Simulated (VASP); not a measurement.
# KF (P1) in VASP: relaxation of cell and atoms with PBE

Aim: the relaxation of cell and atoms of KF with PBE.

Everything below comes from runs of VASP 6.6.1. Logs are shortened: lines on timing, memory, paths and dates and some standing lists are left out, and cuts for length are marked.

## (1) The cell of the first run

The typed cell holds 4 atoms: a = 4.048 Å, b = 5.456 Å, c = 5.062 Å, α = 119.05°, β = 108.23°, γ = 64.13°.

The cell was generated, and may not be a known phase.

## (2) Relaxation of cell and atoms, PBE

The input, INCAR:

```
PREC     = Accurate       # precision mode
ENCUT    = 600            # plane-wave cutoff, eV
EDIFF    = 1E-7           # SCF threshold, eV
ISMEAR   = 0              # smearing method
SIGMA    = 0.1            # smearing width, eV
LREAL    = False          # projectors in reciprocal space
LASPH    = True           # aspherical terms in the spheres
NELM     = 100            # most SCF steps
ALGO     = Normal         # electronic algorithm
ISIF     = 3              # what is computed and relaxed
LWAVE    = False          # write WAVECAR
LCHARG   = False          # write CHGCAR
GGA      = PE             # functional
IBRION   = 2              # ionic algorithm
NSW      = 90             # ionic steps
EDIFFG   = -0.04          # ionic threshold
```

The input, KPOINTS:

```
regular mesh
0
Gamma
  6 4 4
```

The input, POSCAR:

```
KF
1.0
    4.0481304040      0.0000000000      0.0000000000
    2.3807367626      4.9094891310      0.0000000000
   -1.5833748242     -1.9637652697      4.3888238064
K F
2 2
Direct
    0.6108990148      0.1964406799      0.2630334734
    0.0618536980      0.6567885670      0.6378109051
    0.0141409507      0.1192919507      0.1400713613
    0.7676910917      0.2564632520      0.7571793732
```

Potentials or basis: VASP PAW PBE potentials, release 64 (K_sv, F).

On the command line:

```console
$ cat potpaw_PBE.64/K_sv/POTCAR potpaw_PBE.64/F/POTCAR > POTCAR
$ mpirun -np 1 vasp_std > vasp.out
```

OUTCAR:

```text
PREC = Accurate
   ENCUT = 600
   EDIFF = 1E-7
   ISMEAR = 0
   LREAL = False
   LASPH = True
   NELM = 100
   ISIF = 3
   GGA = PE
   IBRION = 2
   NSW = 90
   EDIFFG = -0.04

 ion  position               nearest neighbor table
   1  0.611  0.196  0.263-   3 1.74   4 2.27   3 2.47   2 2.83   2 3.23   2 3.45   2 3.76
   2  0.062  0.657  0.638-   3 2.55   4 2.76   1 2.83   3 2.83   4 2.84   1 3.23   1 3.45   1 3.76

   3  0.014  0.119  0.140-   1 1.74   1 2.47   2 2.55   2 2.83
   4  0.768  0.256  0.757-   1 2.27   2 2.76   2 2.84

  LATTYP: Found a triclinic cell.
 ALAT       =     5.0621363348
 B/A-ratio  =     1.4627941146
 C/A-ratio  =     1.0242532042
 COS(alpha) =     0.0065414184
 COS(beta)  =     0.2667371637
 COS(gamma) =     0.8546197551

  Lattice vectors:

 A1 = (  -1.5833748242,  -1.9637652697,   4.3888238064)
 A2 = (  -5.6315052282,  -1.9637652697,   4.3888238064)
 A3 = (   1.6673936414,  -4.9094891310,   0.0000000000)

Analysis of symmetry for initial positions (statically):
=====================================================================
 Subroutine PRICEL returns:
 Original cell was already a primitive cell.

 Routine SETGRP: Setting up the symmetry group for a
 triclinic supercell.

 Subroutine GETGRP returns: Found  1 space group operations
 (whereof  1 operations were pure point group operations)
 out of a pool of  2 trial point group operations.

The static configuration has the point symmetry C_1 .

Analysis of symmetry for dynamics (positions and initial velocities):
=====================================================================
 Subroutine PRICEL returns:
 Original cell was already a primitive cell.

 Routine SETGRP: Setting up the symmetry group for a
 triclinic supercell.

 Subroutine GETGRP returns: Found  1 space group operations
 (whereof  1 operations were pure point group operations)
 out of a pool of  2 trial point group operations.

The dynamic configuration has the point symmetry C_1 .

 Subroutine INISYM returns: Found  1 space group operations
 (whereof  1 operations are pure point group operations),
 and found     1 'primitive' translations

----------------------------------------------------------------------------------------

                                     Primitive cell

  volume of cell :      87.2246

  direct lattice vectors                    reciprocal lattice vectors
     4.048130404  0.000000000  0.000000000     0.247027615 -0.119790004  0.035521557
     2.380736763  4.909489131  0.000000000     0.000000000  0.203687181  0.091139182
    -1.583374824 -1.963765270  4.388823806     0.000000000  0.000000000  0.227851480

  length of vectors
     4.048130404  5.456279965  5.062136335     0.276828591  0.223147525  0.227851480

  position of ions in fractional coordinates (direct lattice)
     0.610899015  0.196440680  0.263033473
     0.061853698  0.656788567  0.637810905
     0.014140951  0.119291951  0.140071361
     0.767691092  0.256463252  0.757179373

  ion indices of the primitive-cell ions
   primitive index   ion index
                 1           1
                 2           2
                 3           3
                 4           4

----------------------------------------------------------------------------------------

 KPOINTS: regular mesh

Automatic generation of k-mesh.
 Grid dimensions read from file:
 generate k-points for:    6    4    4

 Generating k-lattice:

  Cartesian coordinates                     Fractional coordinates (reciprocal lattice)
     0.041171269 -0.019965001  0.005920260     0.166666667 -0.000000000  0.000000000
     0.000000000  0.050921795  0.022784795     0.000000000  0.250000000 -0.000000000
     0.000000000  0.000000000  0.056962870     0.000000000  0.000000000  0.250000000

  Length of vectors
     0.046138099  0.055786881  0.056962870

  Shift w.r.t. Gamma in fractional coordinates (k-lattice)
     0.000000000  0.000000000  0.000000000

 Subroutine IBZKPT returns following result:
 ===========================================

 Found     52 irreducible k-points:

 Following reciprocal coordinates:
            Coordinates               Weight
  0.000000  0.000000  0.000000      1.000000
  0.166667 -0.000000  0.000000      2.000000
  0.333333 -0.000000  0.000000      2.000000
  0.500000  0.000000 -0.000000      1.000000
  0.000000  0.250000 -0.000000      2.000000
  0.166667  0.250000  0.000000      2.000000
[... 16 lines left out ...]
  0.333333  0.250000  0.250000      2.000000
  0.500000  0.250000  0.250000      2.000000
 [... further k-points ...]
   k-points           NKPTS =     52   k-points in BZ     NKDIM =     52   number of bands    NBANDS=     20
   number of dos      NEDOS =    301   number of ions     NIONS =      4
   total plane-waves  NPLWV =  61440
   dimension x,y,z NGX =    32 NGY =   48 NGZ =   40
   dimension x,y,z NGXF=    64 NGYF=   96 NGZF=   80
   ions per type =               2   2
   NGX,Y,Z   is equivalent  to a cutoff of  13.14, 14.62, 13.14 a.u.
   NGXF,Y,Z  is equivalent  to a cutoff of  26.28, 29.25, 26.27 a.u.
 SYSTEM =  unknown system
   PREC   = accura    normal or accurate (medium, high low for compatibility)
   ISTART =      0    job   : 0-new  1-cont  2-samecut
   ICHARG =      2    charge: 1-file 2-atom 10-const
   ISPIN  =      1    spin polarized calculation?
   LNONCOLLINEAR =      F non collinear calculations
   LSORBIT =      F    spin-orbit coupling
   LASPH  =      T    aspherical Exc in radial PAW
   ENCUT  =  600.0 eV  44.10 Ry    6.64 a.u.   8.09 10.90 10.11*2*pi/ulx,y,z
   NELM   =    100;   NELMIN=  2; NELMDL= -5     # of ELM steps
   EDIFF  = 0.1E-06   stopping-criterion for ELM
   LREAL  =      F    real-space projection
   EDIFFG = -.4E-01   stopping-criterion for IOM
   NSW    =     90    number of steps for IOM
   IBRION =      2    ionic relax: 0-MD 1-quasi-New 2-CG
   NFREE  =      1    steps in history (QN), initial steepest desc. (CG)
   ISIF   =      3    stress and relaxation
   ISYM   =      2    0-nonsym 1-usesym 2-fastsym
   POTIM  = 0.5000    time-step for ionic-motion
   TEBEG  =    0.0;   TEEND  =   0.0 temperature during run
   PSTRESS=    0.0 pullay stress
   NELECT =      32.0000    total number of electrons
   NUPDOWN=      -1.0000    fix difference up-down
   EMIN   =  10.00;   EMAX   =-10.00  energy-range for DOS
   EFERMI =   0.00;   METHOD = LEGACY
   ISMEAR =     0;   SIGMA  =   0.10  broadening in eV -4-tet -1-fermi 0-gaus
   EFERMI_NEDOS =   21; number of points for ismear=-14 and -15
   IALGO  =     38    algorithm
   IMIX   =      4    mixing-type and parameters
     AMIX     =   0.40;   BMIX     =  1.00
     AMIX_MAG =   1.60;   BMIX_MAG =  1.00
  volume/ion in A,a.u.               =      21.81       147.16
  Fermi-wavevector in a.u.,A,eV,Ry     =   1.171957  2.214678 18.687388  1.373484
  Thomas-Fermi vector in A             =   2.308393
   LORBIT       =      0    0 simple, 1 ext, 2 COOP (PROOUT), +10 PAW based schemes
   GGA     = PE    functional components
   LHFCALC =     F    Hartree Fock is set to
   AEXX    =    0.0000 exact exchange contribution
   IVDW    =     0    specifies the selected vdW correction
   LEPSILON=     F    determine dielectric tensor
   LRPA    =     F    only Hartree local field effects (RPA)
 conjugate gradient relaxation of ions
 non-spin polarized calculation
 Gauss-broadening in eV      SIGMA  =   0.10
  energy-cutoff  :      600.00
  volume of cell :       87.22
 maximum number of plane-waves:      2928
   NGX = 17   NGY = 21   NGZ = 21

--------------------------------------- Ionic step        1  -------------------------------------------

 number of electron      31.9999993 magnetization

 Free energy of the ion-electron system (eV)
  ---------------------------------------------------
  ext. energy  EPLUGINS =         0.00000000
  ---------------------------------------------------
  free energy    TOTEN  =       -11.37869309 eV

  energy without entropy =      -11.37869309  energy(sigma->0) =      -11.37869309

------------------------ aborting loop because EDIFF is reached ----------------------------------------

  FORCE on cell =-STRESS in cart. coord.  units (eV):
  Direction    XX          YY          ZZ          XY          YZ          ZX
  --------------------------------------------------------------------------------------
  -------------------------------------------------------------------------------------
  Total       22.3347473      0.2939196      7.8712749     -2.4605634     -1.8625317     -6.5856275
  in kB      410.2538664      5.3988365    144.5828296    -45.1966454    -34.2117526   -120.9675277
  external PRESSURE =     186.7451775 kB  Pullay stress =       0.0000000 kB
[... 95 lines left out ...]
  FREE ENERGIE OF THE ION-ELECTRON SYSTEM (eV)
  ---------------------------------------------------
  free  energy   TOTEN  =       -13.9342320463 eV

  energy  without entropy=      -13.9342320463  energy(sigma->0) =      -13.93423205

[... ionic steps 4 to 31 ...]

--------------------------------------- Ionic step       32  -------------------------------------------

 number of electron      31.9999991 magnetization

------------------------ aborting loop because EDIFF is reached ----------------------------------------

  FORCE on cell =-STRESS in cart. coord.  units (eV):
  Direction    XX          YY          ZZ          XY          YZ          ZX
  --------------------------------------------------------------------------------------
  -------------------------------------------------------------------------------------
  Total       -0.0501008     -0.0204680     -0.0346341     -0.0113352     -0.0193296      0.0327028
  in kB       -0.9916633     -0.4051302     -0.6855261     -0.2243618     -0.3825973      0.6472992
  external PRESSURE =      -0.6941065 kB  Pullay stress =       0.0000000 kB
[... 61 lines left out ...]
  energy  without entropy=      -16.2677136964  energy(sigma->0) =      -16.26771370

--------------------------------------- Ionic step       34  -------------------------------------------

 number of electron      31.9999991 magnetization

 Free energy of the ion-electron system (eV)
  ---------------------------------------------------
  ext. energy  EPLUGINS =         0.00000000
  ---------------------------------------------------
  free energy    TOTEN  =       -16.26829923 eV

  energy without entropy =      -16.26829923  energy(sigma->0) =      -16.26829923

 E-fermi :  -2.4123     XC(G=0):  -8.1169

 val. band max:       -2.8745442915   @ k =   0.0000   0.5000   0.5000
 cond. band min:       2.8348377823   @ k =   0.0000   0.0000   0.0000
 fundamental gap:      5.7093820738
 Fermi energy:        -2.4123134969

 k-point     1 :       0.0000    0.0000    0.0000
  band No.  band energies     occupation
      1     -29.1617      2.00000
      2     -29.0294      2.00000
      3     -21.6232      2.00000
      4     -21.6059      2.00000
      5     -12.9756      2.00000
      6     -12.7404      2.00000
[... 12 lines left out ...]
     19       6.7120      0.00000
[... 513 lines left out ...]
      4     -21.6893      2.00000
      5     -12.7545      2.00000
      6     -12.7138      2.00000
[... 12 lines left out ...]
     19       6.3689      0.00000
     20       6.4303      0.00000

 [... further k-points ...]
[... 5 lines left out ...]
  --------------------------------------------------------------------------------------
  -------------------------------------------------------------------------------------
  Total        0.1321481     -0.0055641      0.0641609     -0.0342275      0.0177280      0.0030100
  in kB        2.6281194     -0.1106578      1.2760116     -0.6807064      0.3525681      0.0598620
  external PRESSURE =       1.2644911 kB  Pullay stress =       0.0000000 kB
[... 19 lines left out ...]
  FREE ENERGIE OF THE ION-ELECTRON SYSTEM (eV)
  ---------------------------------------------------
  free  energy   TOTEN  =       -16.2682992305 eV

  energy  without entropy=      -16.2682992305  energy(sigma->0) =      -16.26829923

 reached required accuracy - stopping structural energy minimisation
```

Run time: 44 min. Hardware: 1 thread of Intel Xeon Platinum 8488C (Sapphire Rapids), shared host; peak memory 0.31 GiB.

What came out:

| Property | Result |
| --- | --- |
| Free energy | -16.2683 eV |
| Relaxed volume | 20.14 Å³/atom |
| Relaxed cell | a = 5.051 Å, b = 3.938 Å, c = 6.105 Å, α = 122.81°, β = 110.53°, γ = 52.14° |
| Space group after relaxing (to 0.1 Å) | P1 (No. 1) |
| Energy gained by relaxing | 1222.4 meV/atom |
| Ionic steps | 34 |
| Pressure after relaxing | 0.1 GPa |
| Largest force after relaxing | 0.037 eV/Å |
| Band gap on the k mesh | 5.71 eV (least direct gap 5.74 eV) |

Forces in eV/Å, atoms in the order of the input:
```
K   -0.031 -0.009  0.015
K    0.013 -0.021 -0.009
F    0.021 -0.005  0.008
F   -0.003  0.034 -0.015
```

Stress tensor (GPa, compression positive):
```
 0.26 -0.07  0.01
-0.07 -0.01  0.04
 0.01  0.04  0.13
```

Step by step:
```csv
step,energy change (eV),largest force (eV/Å),pressure (GPa),volume (Å³)
1,0.0000,12.0266,18.67,87.22
2,-0.7493,9.9571,6.81,120.96
3,-2.5555,2.8823,4.71,100.84
4,-2.5701,2.7778,4.75,100.31
5,-2.6056,2.2251,5.17,97.60
6,-3.2978,1.0510,0.42,109.05
7,-3.4503,0.9141,-1.37,116.17
8,-3.4730,0.9045,-2.07,119.56
9,-3.6766,0.7198,-1.57,115.05
10,-4.0036,0.5692,0.19,104.25
11,-3.9429,1.4920,7.29,82.95
12,-4.1018,0.7623,2.69,94.42
13,-4.2387,0.5735,1.94,94.10
14,-4.5025,0.5276,-0.30,92.33
15,-4.1674,0.7098,-5.28,84.79
16,-4.5153,0.5848,-1.20,91.26
17,-4.5701,0.5253,-0.88,89.17
18,-4.6578,0.4188,0.41,82.93
19,-4.6606,0.4631,0.83,81.40
20,-4.7232,0.3414,0.24,81.15
21,-4.7727,0.2944,-0.49,80.44
22,-4.8202,0.2830,0.89,78.73
23,-4.8252,0.2896,1.54,77.93
24,-4.8640,0.2441,0.16,80.53
25,-4.8667,0.2316,-0.26,81.42
26,-4.8751,0.1534,0.07,81.05
27,-4.8771,0.1240,0.33,80.77
28,-4.8827,0.1002,-0.18,81.55
29,-4.8831,0.0956,-0.34,81.82
30,-4.8871,0.0685,-0.06,81.13
31,-4.8876,0.0724,0.09,80.78
32,-4.8889,0.0521,-0.07,80.95
33,-4.8890,0.0544,-0.14,81.02
34,-4.8896,0.0372,0.13,80.56
```

Final structure:
```cif
data_structure
_symmetry_space_group_name_H-M 'P 1'
_symmetry_Int_Tables_number 1
_cell_length_a 5.0510
_cell_length_b 3.9383
_cell_length_c 6.1054
_cell_angle_alpha 122.810
_cell_angle_beta 110.531
_cell_angle_gamma 52.141
_cell_volume 80.56
loop_
_atom_site_label
_atom_site_type_symbol
_atom_site_fract_x
_atom_site_fract_y
_atom_site_fract_z
_atom_site_occupancy
K1 K 0.57553 0.13561 0.19343 1
K2 K 0.07564 0.63038 0.69470 1
F1 F 0.14907 0.98770 0.20451 1
F2 F 0.65434 0.47530 0.70546 1
```

Caveat: a cell axis changed by over 15 % at a fixed basis, so the end point is rough. A k mesh can miss the band edges.
